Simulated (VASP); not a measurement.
# Rh in VASP: notebook

The runs below take Rh through single point, with LDA.

Everything below comes from runs of VASP 6.6.1. Logs are shortened: lines on timing, memory, paths and dates and some standing lists are left out, and cuts for length are marked.

### 1 The cell of the first run

The structure is orthorhombic, space group Immm (No. 71). The conventional cell has a = 2.478 Å, b = 2.811 Å, c = 3.975 Å, α = 90.00°, β = 90.00°, γ = 90.00°. Within 3.3 Å of Rh (site symmetry mmm) lie 12 Rh at 2.48 to 2.81 Å.

### 2 Single point, LDA

INCAR

```
PREC = Accurate
ENCUT = 520
EDIFF = 1E-7
ISMEAR = 0
SIGMA = 0.1
LREAL = False
LASPH = True
NELM = 80
ALGO = Fast
ISIF = 2
LWAVE = False
LCHARG = False
NBANDS = 22
```

KPOINTS

```
Automatic mesh
0
Gamma
  9 6 27
```

POSCAR

```
Rh
1.0
    3.9749643235      0.0000000000      0.0000000000
    0.0000000000      5.6214484563      0.0000000000
   -1.9874821618      1.4053621141      1.2389782519
Rh
2
Direct
    0.0000000000      0.5000000000      0.0000000000
    0.0000000000      0.0000000000      0.0000000000
```

Potentials or basis: VASP PAW LDA potentials, release 64 (Rh_pv).

On the command line:

```bash
$ cat potpaw_LDA.64/Rh_pv/POTCAR > POTCAR
$ mpirun -np 1 vasp_std > vasp.out
```

OUTCAR:

```text
PREC = Accurate
   ENCUT = 520
   EDIFF = 1E-7
   ISMEAR = 0
   LREAL = False
   LASPH = True
   NELM = 80
   ISIF = 2

 ion  position               nearest neighbor table
   1  0.000  0.500  0.000-   2 2.73   2 2.73   2 2.73   2 2.73   2 2.81   2 2.81
   2  0.000  0.000  0.000-   1 2.73   1 2.73   1 2.73   1 2.73   1 2.81   1 2.81

  LATTYP: Found a base centered monoclinic cell.
 ALAT       =     3.7470573950
 B/A-ratio  =     1.0608229083
 C/A-ratio  =     1.0000000000
 COS(beta)  =    -0.1253452429

  Lattice vectors:

 A1 = (   1.9874821618,  -1.4053621141,  -1.2389782519)
 A2 = (  -1.9874821617,  -1.4053621141,  -1.2389782519)
 A3 = (   0.0000000001,   2.8107242281,  -2.4779565038)

Analysis of symmetry for initial positions (statically):
=====================================================================
 Subroutine PRICEL returns following result:

  LATTYP: Found a body centered orthorhombic cell.
 ALAT       =     2.4779565038
 B/A-ratio  =     1.1342911887
 C/A-ratio  =     1.6041299827

  Lattice vectors:

 A1 = (   1.9874821617,   1.4053621141,   1.2389782519)
 A2 = (   1.9874821618,  -1.4053621141,  -1.2389782519)
 A3 = (  -1.9874821617,   1.4053621141,  -1.2389782519)

   2 primitive cells build up your supercell.

 Routine SETGRP: Setting up the symmetry group for a
 base centered monoclinic supercell.

 Subroutine GETGRP returns: Found  4 space group operations
 (whereof  4 operations were pure point group operations)
 out of a pool of  4 trial point group operations.

The static configuration has the point symmetry C_2h.

Analysis of symmetry for dynamics (positions and initial velocities):
=====================================================================
 Subroutine PRICEL returns following result:

  LATTYP: Found a body centered orthorhombic cell.
 ALAT       =     2.4779565038
 B/A-ratio  =     1.1342911887
 C/A-ratio  =     1.6041299827

  Lattice vectors:

 A1 = (   1.9874821617,   1.4053621141,   1.2389782519)
 A2 = (   1.9874821618,  -1.4053621141,  -1.2389782519)
 A3 = (  -1.9874821617,   1.4053621141,  -1.2389782519)

   2 primitive cells build up your supercell.

 Routine SETGRP: Setting up the symmetry group for a
 base centered monoclinic supercell.

 Subroutine GETGRP returns: Found  4 space group operations
 (whereof  4 operations were pure point group operations)
 out of a pool of  4 trial point group operations.

The dynamic configuration has the point symmetry C_2h.

 Subroutine INISYM returns: Found  4 space group operations
 (whereof  4 operations are pure point group operations),
 and found     2 'primitive' translations

----------------------------------------------------------------------------------------

                                     Primitive cell

  volume of cell :      13.8425

  direct lattice vectors                    reciprocal lattice vectors
     1.987482162  1.405362114  1.238978252     0.251574585  0.355780190  0.000000000
     1.987482162 -1.405362114 -1.238978252     0.251574585 -0.000000000 -0.403558335
    -1.987482162  1.405362114 -1.238978252     0.000000000  0.355780190 -0.403558335

  length of vectors
     2.731335776  2.731335776  2.731335776     0.435739963  0.475551366  0.537995235

  position of ions in fractional coordinates (direct lattice)
     1.000000000  1.000000000  1.000000000

  ion indices of the primitive-cell ions
   primitive index   ion index
                 1           1

----------------------------------------------------------------------------------------

 KPOINTS: Automatic mesh

Automatic generation of k-mesh.
 Grid dimensions read from file:
 generate k-points for:    9    6   27

 Generating k-lattice:

  Cartesian coordinates                     Fractional coordinates (reciprocal lattice)
     0.027952732  0.000000000  0.044839815     0.111111111  0.000000000  0.000000000
     0.000000000  0.029648349 -0.033629861     0.000000000  0.166666667  0.000000000
     0.000000000  0.000000000  0.029893210     0.000000000  0.000000000  0.037037037

  Length of vectors
     0.052839041  0.044832936  0.029893210

  Shift w.r.t. Gamma in fractional coordinates (k-lattice)
     0.000000000  0.000000000  0.000000000

 Subroutine IBZKPT returns following result:
 ===========================================

 Found    410 irreducible k-points:

 Following reciprocal coordinates:
            Coordinates               Weight
  0.000000  0.000000  0.000000      1.000000
  0.111111  0.000000  0.000000      4.000000
  0.222222  0.000000 -0.000000      4.000000
  0.333333  0.000000 -0.000000      4.000000
  0.444444  0.000000 -0.000000      4.000000
  0.000000  0.166667  0.000000      2.000000
[... 16 lines left out ...]
 -0.111111  0.333333  0.000000      4.000000
  0.000000  0.500000  0.000000      1.000000
 [... further k-points ...]
   k-points           NKPTS =    410   k-points in BZ     NKDIM =    410   number of bands    NBANDS=     22
   number of dos      NEDOS =    301   number of ions     NIONS =      2
   total plane-waves  NPLWV =  25200
   dimension x,y,z NGX =    30 NGY =   42 NGZ =   20
   dimension x,y,z NGXF=    60 NGYF=   84 NGZF=   40
   ions per type =               2
   NGX,Y,Z   is equivalent  to a cutoff of  12.55, 12.42, 12.17 a.u.
   NGXF,Y,Z  is equivalent  to a cutoff of  25.09, 24.84, 24.35 a.u.
 SYSTEM =  unknown system
   PREC   = accura    normal or accurate (medium, high low for compatibility)
   ISTART =      0    job   : 0-new  1-cont  2-samecut
   ICHARG =      2    charge: 1-file 2-atom 10-const
   ISPIN  =      1    spin polarized calculation?
   LNONCOLLINEAR =      F non collinear calculations
   LSORBIT =      F    spin-orbit coupling
   LASPH  =      T    aspherical Exc in radial PAW
   ENCUT  =  520.0 eV  38.22 Ry    6.18 a.u.   7.39 10.45  5.08*2*pi/ulx,y,z
   NELM   =     80;   NELMIN=  2; NELMDL= -5     # of ELM steps
   EDIFF  = 0.1E-06   stopping-criterion for ELM
   LREAL  =      F    real-space projection
   EDIFFG = 0.1E-05   stopping-criterion for IOM
   NSW    =      0    number of steps for IOM
   IBRION =     -1    ionic relax: 0-MD 1-quasi-New 2-CG
   NFREE  =      0    steps in history (QN), initial steepest desc. (CG)
   ISIF   =      2    stress and relaxation
   ISYM   =      2    0-nonsym 1-usesym 2-fastsym
   POTIM  = 0.5000    time-step for ionic-motion
   TEBEG  =    0.0;   TEEND  =   0.0 temperature during run
   PSTRESS=    0.0 pullay stress
   NELECT =      30.0000    total number of electrons
   NUPDOWN=      -1.0000    fix difference up-down
   EMIN   =  10.00;   EMAX   =-10.00  energy-range for DOS
   EFERMI =   0.00;   METHOD = LEGACY
   ISMEAR =     0;   SIGMA  =   0.10  broadening in eV -4-tet -1-fermi 0-gaus
   EFERMI_NEDOS =   21; number of points for ismear=-14 and -15
   IALGO  =     68    algorithm
   IMIX   =      4    mixing-type and parameters
     AMIX     =   0.40;   BMIX     =  1.00
     AMIX_MAG =   1.60;   BMIX_MAG =  1.00
  volume/ion in A,a.u.               =      13.84        93.41
  Fermi-wavevector in a.u.,A,eV,Ry     =   1.681513  3.177599 38.470277  2.827486
  Thomas-Fermi vector in A             =   2.765056
   LORBIT       =      0    0 simple, 1 ext, 2 COOP (PROOUT), +10 PAW based schemes
   GGA     = CA    functional components
   LHFCALC =     F    Hartree Fock is set to
   AEXX    =    0.0000 exact exchange contribution
   IVDW    =     0    specifies the selected vdW correction
   LEPSILON=     F    determine dielectric tensor
   LRPA    =     F    only Hartree local field effects (RPA)
 non-spin polarized calculation
 RMM-DIIS sequential band-by-band and
 Gauss-broadening in eV      SIGMA  =   0.10
  energy-cutoff  :      520.00
  volume of cell :       27.69
 maximum number of plane-waves:       766
 NGX is ok and might be reduce to    30
   NGX = 15   NGY = 21   NGZ = 11

 number of electron      29.9999997 magnetization

 Free energy of the ion-electron system (eV)
  ---------------------------------------------------
  ext. energy  EPLUGINS =         0.00000000
  ---------------------------------------------------
  free energy    TOTEN  =       -16.96781418 eV

  energy without entropy =      -16.95341735  energy(sigma->0) =      -16.96061576

 E-fermi :  11.5680     XC(G=0): -14.2929

 val. band max:       11.5599595774   @ k =   0.0000   0.0000   0.4074
 cond. band min:      11.5684348126   @ k =   0.1111   0.1667   0.0000
 fundamental gap:      0.0084752353
 Fermi energy:        11.5679566982

 k-point     1 :       0.0000    0.0000    0.0000
  band No.  band energies     occupation
      1     -35.4487      2.00000
      2     -34.8026      2.00000
      3     -34.7764      2.00000
      4     -34.5702      2.00000
      5     -34.5678      2.00000
      6     -34.4837      2.00000
[... 14 lines left out ...]
     21      24.8810      0.00000
     22      27.3392      0.00000

 k-point     2 :       0.1111    0.0000    0.0000
  band No.  band energies     occupation
      1     -35.3514      2.00000
      2     -34.8368      2.00000
      3     -34.7681      2.00000
      4     -34.6279      2.00000
      5     -34.5730      2.00000
      6     -34.5689      2.00000
[... 14 lines left out ...]
     21      25.9721      0.00000
     22      28.1280      0.00000

 k-point     3 :       0.2222    0.0000   -0.0000
  band No.  band energies     occupation
      1     -35.1156      2.00000
      2     -34.9309      2.00000
      3     -34.9254      2.00000
      4     -34.7236      2.00000
      5     -34.6268      2.00000
      6     -34.5859      2.00000
[... 14 lines left out ...]
     21      28.1380      0.00000
     22      28.1589      0.00000
[... 476 lines left out ...]
 k-point    23 :      -0.1111    0.3333    0.0000
  band No.  band energies     occupation
      1     -35.0540      2.00000
      2     -34.9625      2.00000
      3     -34.7660      2.00000
      4     -34.6845      2.00000
      5     -34.6672      2.00000
      6     -34.6187      2.00000
[... 14 lines left out ...]
     21      29.3214      0.00000
     22      30.5243      0.00000

 k-point    24 :       0.0000    0.5000    0.0000
  band No.  band energies     occupation
      1     -34.9861      2.00000
      2     -34.9861      2.00000
      3     -34.6848      2.00000
      4     -34.6848      2.00000
      5     -34.6736      2.00000
      6     -34.6736      2.00000
[... 14 lines left out ...]
     21      30.1112      0.00000
     22      30.1643      0.00000

 [... further k-points ...]

------------------------ aborting loop because EDIFF is reached ----------------------------------------

  FORCE on cell =-STRESS in cart. coord.  units (eV):
  Direction    XX          YY          ZZ          XY          YZ          ZX
  --------------------------------------------------------------------------------------
  -------------------------------------------------------------------------------------
  Total       -3.5708853     -4.6251379      4.9394031      0.0000000     -0.0005421     -0.0000000
  in kB     -206.6528175   -267.6640927    285.8511227      0.0000000     -0.0313725     -0.0000000
  external PRESSURE =     -62.8219292 kB  Pullay stress =       0.0000000 kB

 VOLUME and BASIS-vectors are now :
 -----------------------------------------------------------------------------
  energy-cutoff  :      520.00
  volume of cell :       27.69
      direct lattice vectors                 reciprocal lattice vectors
     3.974964324  0.000000000  0.000000000     0.251574585  0.000000000  0.403558335
     0.000000000  5.621448456  0.000000000     0.000000000  0.177890095 -0.201779167
    -1.987482162  1.405362114  1.238978252     0.000000000  0.000000000  0.807116669

 POSITION                                       TOTAL-FORCE (eV/Angst)
 -----------------------------------------------------------------------------------
      0.00000      2.81072      0.00000        -0.000000     -0.000000     -0.000000
      0.00000      0.00000      0.00000         0.000000      0.000000      0.000000
 -----------------------------------------------------------------------------------
    total drift:                                0.000000      0.000000      0.000000

  FREE ENERGIE OF THE ION-ELECTRON SYSTEM (eV)
  ---------------------------------------------------
  free  energy   TOTEN  =       -16.9678141802 eV

  energy  without entropy=      -16.9534173484  energy(sigma->0) =      -16.96061576
```

Wall time 6.6 min (1 thread of Intel Xeon Platinum 8259CL at 2.50GHz (Skylake/Cascade Lake), shared host); peak memory 0.3 GiB.

What came out:

* Free energy: -16.9678 eV
* Pressure: -6.3 GPa
* Band gap on the k mesh: zero (bands 15 and 16 overlap by 2.47 eV)

Caveat: the cell stands under tension.

### 3 Single point, LDA

This run uses another cell than the first one, of 14.40 Å³/atom.

INCAR

```
ALGO = Fast
EDIFF = 1E-6
ENCUT = 520
ISIF = 2
ISMEAR = 0
LASPH = T
LCHARG = F
LREAL = F
LWAVE = F
NBANDS = 22
NELM = 80
PREC = Accurate
SIGMA = 0.1
```

KPOINTS

```
k-points
0
Gamma
  9 6 27
```

POSCAR

```
Rh
1.0
    3.9749643235      0.0000000000      0.0000000001
    0.0000000000      5.6214484279     -0.0005650049
   -1.9874821618      1.4052375788      1.2890090657
Rh
2
Direct
    0.0000000000      0.5000000000      0.0000000000
    0.0000000000      0.0000000000      0.0000000000
```

Potentials or basis: VASP PAW LDA potentials, release 64 (Rh_pv).

On the command line:

```bash
$ cat potpaw_LDA.64/Rh_pv/POTCAR > POTCAR
$ mpirun -np 1 vasp_std > vasp.out
```

It took 6.8 min on 1 thread of Intel Xeon Platinum 8259CL at 2.50GHz (Skylake/Cascade Lake), shared host; peak memory 0.3 GiB.

The run converged. Its results:

```
Free energy            : -17.0656 eV
Pressure               : -18.7 GPa
Band gap on the k mesh : zero (bands 15 and 16 overlap by 2.28 eV)
```

Stress tensor (GPa, compression positive):
```
-26.82   0.00   0.00
  0.00 -30.26   0.00
  0.00   0.00   0.88
```

Levels at points of the mesh, in eV from the Fermi level:
```
           k point  band 12  band 13  band 14  band 15  band 16  band 17  band 18  band 19
(0.00, 0.00, 0.00)    -2.19    -1.08    -0.59     0.38     0.69     1.24     3.51    12.13
(0.00, 0.50, 0.00)    -1.74    -1.42    -1.42    -1.38    -1.38    -0.32    -0.32    17.65
```

Caveat: the cell stands under tension.
